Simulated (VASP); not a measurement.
# MgO (Fm-3m) in VASP: single point with PBE

Aim: the single point of MgO with PBE.

Everything below comes from runs of VASP 6.6.1. Logs are shortened: lines on timing, memory, paths and dates and some standing lists are left out, and cuts for length are marked.

## 1. The cell of the first run

It takes space group Fm-3m (No. 225, cubic). Conventional cell: a = 4.264 Å, b = 4.264 Å, c = 4.264 Å, α = 90.00°, β = 90.00°, γ = 90.00°. Within 2.8 Å of Mg (site symmetry m-3m) lie 6 O at 2.13 Å. O (site symmetry m-3m) has 6 Mg at 2.13 Å within 2.8 Å.

## 2. Single point, PBE

File INCAR:

```
ALGO = Normal
EDIFF = 1E-6
ENCUT = 840
GGA = PE
GGA_COMPAT = False
ISIF = 2
ISMEAR = -1
LASPH = True
LCHARG = False
LREAL = False
LWAVE = False
NBANDS = 15
NELM = 120
PREC = Accurate
SIGMA = 0.3
```

File KPOINTS:

```
k-points
0
Gamma
  9 9 9
```

File POSCAR:

```
MgO
1.0
    0.0000000000      2.1320000000      2.1320000000
    2.1320000000      0.0000000000      2.1320000000
    2.1320000000      2.1320000000      0.0000000000
Mg O
1 1
Direct
    0.0000000000      0.0000000000      0.0000000000
    0.5000000000      0.5000000000      0.5000000000
```

Potentials or basis: VASP PAW PBE potentials, release 64 (Mg_sv, O).

On the command line:

```bash
$ cat potpaw_PBE.64/Mg_sv/POTCAR potpaw_PBE.64/O/POTCAR > POTCAR
$ mpirun -np 1 vasp_std > vasp.out
```

OUTCAR:

```text
EDIFF = 1E-6
   ENCUT = 840
   GGA = PE
   ISIF = 2
   ISMEAR = -1
   LASPH = True
   LREAL = False
   NELM = 120
   PREC = Accurate

 ion  position               nearest neighbor table
   1  0.000  0.000  0.000-
   2  0.500  0.500  0.500-

  LATTYP: Found a face centered cubic cell.
 ALAT       =     4.2640000000

  Lattice vectors:

 A1 = (   0.0000000000,   2.1320000000,   2.1320000000)
 A2 = (   2.1320000000,   0.0000000000,   2.1320000000)
 A3 = (   2.1320000000,   2.1320000000,   0.0000000000)

Analysis of symmetry for initial positions (statically):
=====================================================================
 Subroutine PRICEL returns:
 Original cell was already a primitive cell.

 Routine SETGRP: Setting up the symmetry group for a
 face centered cubic supercell.

 Subroutine GETGRP returns: Found 48 space group operations
 (whereof 48 operations were pure point group operations)
 out of a pool of 48 trial point group operations.

The static configuration has the point symmetry O_h .

Analysis of symmetry for dynamics (positions and initial velocities):
=====================================================================
 Subroutine PRICEL returns:
 Original cell was already a primitive cell.

 Routine SETGRP: Setting up the symmetry group for a
 face centered cubic supercell.

 Subroutine GETGRP returns: Found 48 space group operations
 (whereof 48 operations were pure point group operations)
 out of a pool of 48 trial point group operations.

The dynamic configuration has the point symmetry O_h .

 Subroutine INISYM returns: Found 48 space group operations
 (whereof 48 operations are pure point group operations),
 and found     1 'primitive' translations

----------------------------------------------------------------------------------------

                                     Primitive cell

  volume of cell :      19.3817

  direct lattice vectors                    reciprocal lattice vectors
     0.000000000  2.132000000  2.132000000    -0.234521576  0.234521576  0.234521576
     2.132000000  0.000000000  2.132000000     0.234521576 -0.234521576  0.234521576
     2.132000000  2.132000000  0.000000000     0.234521576  0.234521576 -0.234521576

  length of vectors
     3.015103315  3.015103315  3.015103315     0.406203285  0.406203285  0.406203285

  position of ions in fractional coordinates (direct lattice)
     0.000000000  0.000000000  0.000000000
     0.500000000  0.500000000  0.500000000

  ion indices of the primitive-cell ions
   primitive index   ion index
                 1           1
                 2           2

----------------------------------------------------------------------------------------

 KPOINTS: k-points

Automatic generation of k-mesh.
 Grid dimensions read from file:
 generate k-points for:    9    9    9

 Generating k-lattice:

  Cartesian coordinates                     Fractional coordinates (reciprocal lattice)
    -0.026057953  0.026057953  0.026057953     0.111111111  0.000000000  0.000000000
     0.026057953 -0.026057953  0.026057953     0.000000000  0.111111111  0.000000000
     0.026057953  0.026057953 -0.026057953     0.000000000  0.000000000  0.111111111

  Length of vectors
     0.045133698  0.045133698  0.045133698

  Shift w.r.t. Gamma in fractional coordinates (k-lattice)
     0.000000000  0.000000000  0.000000000

 Subroutine IBZKPT returns following result:
 ===========================================

 Found     35 irreducible k-points:

 Following reciprocal coordinates:
            Coordinates               Weight
  0.000000  0.000000  0.000000      1.000000
  0.111111  0.000000  0.000000      8.000000
  0.222222  0.000000  0.000000      8.000000
  0.333333  0.000000  0.000000      8.000000
  0.444444  0.000000  0.000000      8.000000
  0.111111  0.111111  0.000000      6.000000
[... 16 lines left out ...]
 -0.333333  0.333333  0.000000     12.000000
  0.444444  0.444444  0.000000      6.000000
 [... further k-points ...]
   k-points           NKPTS =     35   k-points in BZ     NKDIM =     35   number of bands    NBANDS=     15
   number of dos      NEDOS =    301   number of ions     NIONS =      2
   total plane-waves  NPLWV =  27000
   dimension x,y,z NGX =    30 NGY =   30 NGZ =   30
   dimension x,y,z NGXF=    60 NGYF=   60 NGZF=   60
   ions per type =               1   1
   NGX,Y,Z   is equivalent  to a cutoff of  16.54, 16.54, 16.54 a.u.
   NGXF,Y,Z  is equivalent  to a cutoff of  33.08, 33.08, 33.08 a.u.
 SYSTEM =  unknown system
   PREC   = accura    normal or accurate (medium, high low for compatibility)
   ISTART =      0    job   : 0-new  1-cont  2-samecut
   ICHARG =      2    charge: 1-file 2-atom 10-const
   ISPIN  =      1    spin polarized calculation?
   LNONCOLLINEAR =      F non collinear calculations
   LSORBIT =      F    spin-orbit coupling
   LASPH  =      T    aspherical Exc in radial PAW
   ENCUT  =  840.0 eV  61.74 Ry    7.86 a.u.   7.13  7.13  7.13*2*pi/ulx,y,z
   NELM   =    120;   NELMIN=  2; NELMDL= -5     # of ELM steps
   EDIFF  = 0.1E-05   stopping-criterion for ELM
   LREAL  =      F    real-space projection
   EDIFFG = 0.1E-04   stopping-criterion for IOM
   NSW    =      0    number of steps for IOM
   IBRION =     -1    ionic relax: 0-MD 1-quasi-New 2-CG
   NFREE  =      0    steps in history (QN), initial steepest desc. (CG)
   ISIF   =      2    stress and relaxation
   ISYM   =      2    0-nonsym 1-usesym 2-fastsym
   POTIM  = 0.5000    time-step for ionic-motion
   TEBEG  =    0.0;   TEEND  =   0.0 temperature during run
   PSTRESS=    0.0 pullay stress
   NELECT =      16.0000    total number of electrons
   NUPDOWN=      -1.0000    fix difference up-down
   EMIN   =  10.00;   EMAX   =-10.00  energy-range for DOS
   EFERMI =   0.00;   METHOD = LEGACY
   ISMEAR =    -1;   SIGMA  =   0.30  broadening in eV -4-tet -1-fermi 0-gaus
   EFERMI_NEDOS =   21; number of points for ismear=-14 and -15
   IALGO  =     38    algorithm
   IMIX   =      4    mixing-type and parameters
     AMIX     =   0.40;   BMIX     =  1.00
     AMIX_MAG =   1.60;   BMIX_MAG =  1.00
  volume/ion in A,a.u.               =       9.69        65.40
  Fermi-wavevector in a.u.,A,eV,Ry     =   1.535740  2.902127 32.089294  2.358497
  Thomas-Fermi vector in A             =   2.642486
   LORBIT       =      0    0 simple, 1 ext, 2 COOP (PROOUT), +10 PAW based schemes
   GGA     = PE    functional components
   LHFCALC =     F    Hartree Fock is set to
   AEXX    =    0.0000 exact exchange contribution
   IVDW    =     0    specifies the selected vdW correction
   LEPSILON=     F    determine dielectric tensor
   LRPA    =     F    only Hartree local field effects (RPA)
 non-spin polarized calculation
  energy-cutoff  :      840.00
  volume of cell :       19.38
 maximum number of plane-waves:      1083
 NGX is ok and might be reduce to    30
   NGX = 15   NGY = 15   NGZ = 15

 number of electron      15.9999993 magnetization

 Free energy of the ion-electron system (eV)
  ---------------------------------------------------
  ext. energy  EPLUGINS =         0.00000000
  ---------------------------------------------------
  free energy    TOTEN  =       -11.88481570 eV

  energy without entropy =      -11.88465027  energy(sigma->0) =      -11.88473299

 E-fermi :   5.4744     XC(G=0): -11.2074

 val. band max:        2.6564017720   @ k =   0.0000   0.0000   0.0000
 cond. band min:       7.0476121917   @ k =   0.0000   0.0000   0.0000
 fundamental gap:      4.3912104197
 Fermi energy:         5.4743957665

 k-point     1 :       0.0000    0.0000    0.0000
  band No.  band energies     occupation
      1     -69.7410      2.00000
      2     -36.4700      2.00000
      3     -36.4700      2.00000
      4     -36.4700      2.00000
      5     -14.4093      2.00000
      6       2.6564      1.99983
      7       2.6564      1.99983
      8       2.6564      1.99983
      9       7.0476      0.01050
     10      18.2529      0.00000
     11      18.2529      0.00000
     12      18.2529      0.00000
     13      22.0697      0.00000
     14      23.8094      0.00000
     15      23.8094      0.00000

 k-point     2 :       0.1111    0.0000    0.0000
  band No.  band energies     occupation
      1     -69.7402      2.00000
      2     -36.4788      2.00000
      3     -36.4710      2.00000
      4     -36.4710      2.00000
      5     -14.2845      2.00000
      6       1.8852      1.99999
      7       2.5788      1.99987
      8       2.5788      1.99987
      9       7.8033      0.00085
     10      16.8214      0.00000
     11      18.5272      0.00000
     12      18.5272      0.00000
     13      22.9261      0.00000
     14      22.9261      0.00000
     15      23.8814      0.00000

 k-point     3 :       0.2222    0.0000    0.0000
  band No.  band energies     occupation
      1     -69.7381      2.00000
      2     -36.5010      2.00000
      3     -36.4733      2.00000
      4     -36.4733      2.00000
      5     -13.9509      2.00000
      6       0.4334      2.00000
      7       2.3896      1.99993
      8       2.3896      1.99993
      9       9.1329      0.00001
     10      15.2477      0.00000
     11      18.9810      0.00000
     12      18.9810      0.00000
     13      22.3277      0.00000
     14      22.3277      0.00000
     15      24.2735      0.00000
[... 343 lines left out ...]
 k-point    23 :      -0.3333    0.3333    0.0000
  band No.  band energies     occupation
      1     -69.7321      2.00000
      2     -36.5187      2.00000
      3     -36.5150      2.00000
      4     -36.4853      2.00000
      5     -12.9937      2.00000
      6      -0.4425      2.00000
      7      -0.2708      2.00000
      8       1.7068      1.99999
      9      12.7315      0.00000
     10      14.5705      0.00000
     11      14.7460      0.00000
     12      19.9691      0.00000
     13      21.0318      0.00000
     14      25.4685      0.00000
     15      29.5661      0.00000

 k-point    24 :       0.4444    0.4444    0.0000
  band No.  band energies     occupation
      1     -69.7319      2.00000
      2     -36.5318      2.00000
      3     -36.4944      2.00000
      4     -36.4944      2.00000
      5     -13.0246      2.00000
      6      -1.1865      2.00000
      7       1.3994      2.00000
      8       1.3994      2.00000
      9      11.8341      0.00000
     10      12.2405      0.00000
     11      15.3906      0.00000
     12      21.0142      0.00000
     13      21.0142      0.00000
     14      27.5058      0.00000
     15      28.6857      0.00000

 [... further k-points ...]

------------------------ aborting loop because EDIFF is reached ----------------------------------------

  FORCE on cell =-STRESS in cart. coord.  units (eV):
  Direction    XX          YY          ZZ          XY          YZ          ZX
  --------------------------------------------------------------------------------------
  -------------------------------------------------------------------------------------
  Total       -0.1235435     -0.1235435     -0.1235435     -0.0000000      0.0000000      0.0000000
  in kB      -10.2126620    -10.2126620    -10.2126620     -0.0000000      0.0000000      0.0000000
  external PRESSURE =     -10.2126620 kB  Pullay stress =       0.0000000 kB

 VOLUME and BASIS-vectors are now :
 -----------------------------------------------------------------------------
  energy-cutoff  :      840.00
  volume of cell :       19.38
      direct lattice vectors                 reciprocal lattice vectors
     0.000000000  2.132000000  2.132000000    -0.234521576  0.234521576  0.234521576
     2.132000000  0.000000000  2.132000000     0.234521576 -0.234521576  0.234521576
     2.132000000  2.132000000  0.000000000     0.234521576  0.234521576 -0.234521576

 POSITION                                       TOTAL-FORCE (eV/Angst)
 -----------------------------------------------------------------------------------
      0.00000      0.00000      0.00000        -0.000000      0.000000      0.000000
      2.13200      2.13200      2.13200         0.000000     -0.000000     -0.000000
 -----------------------------------------------------------------------------------
    total drift:                                0.000000      0.000000      0.000000

  FREE ENERGIE OF THE ION-ELECTRON SYSTEM (eV)
  ---------------------------------------------------
  free  energy   TOTEN  =       -11.8848157044 eV

  energy  without entropy=      -11.8846502727  energy(sigma->0) =      -11.88473299
```

Run time: 19 s. Hardware: 1 thread of Intel Xeon Platinum 8259CL at 2.50GHz (Skylake/Cascade Lake), shared host; peak memory 0.17 GiB.

Results:

| Item | Value |
| --- | --- |
| Free energy | -11.8848 eV |
| Pressure | -1.0 GPa |
| Band gap on the k mesh | 4.39 eV |

Levels at points of the mesh, in eV from the valence-band top:
```csv
k point,band 5,band 6,band 7,band 8,band 9,band 10,band 11,band 12
"(0.00, 0.00, 0.00)",-17.07,0.00,0.00,0.00,4.39,15.60,15.60,15.60
```

Caveat: so wide a smearing shifts energies and pressures.
